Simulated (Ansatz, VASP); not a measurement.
**Y3Zn2: VASP beside Ansatz**

```
Y Zn
1.0
     5.19064    0.00000    0.00000
    -2.59532    4.49523    0.00000
    -2.59532    1.49841    5.37139
Y Zn
3 2
Direct
  0.00000 0.00000 0.00000
  0.39900 0.60100 0.19700
  0.60100 0.39900 0.80300
  0.79460 0.20540 0.38380
  0.20540 0.79460 0.61620
```

Alike in both runs: task single point; functional PBE; k mesh 8 × 8 × 8; occupations methfessel-paxton of order 1, width 0.2007 eV; no spin polarisation.

|  | VASP | Ansatz |
| --- | --- | --- |
| version | VASP 6.6.1 | Ansatz 0.2.0 |
| potentials or method | VASP PAW PBE potentials, release 64 (Y_sv, Zn), cutoff 520 eV | PAW plane waves |
| valence electrons in the cell | 57 | 57 |

```tsv
	VASP	Ansatz	Ansatz less VASP
pressure (GPa)	-0.6	-0.6	+0.03
traceless stress, the component that is largest in VASP (GPa)	-0.63	-0.66	-0.030
rms of the force components (eV/Å)	0.076	0.079	+0.0027
```

Atom by atom the forces differ by 0.003 eV/Å (rms over components).
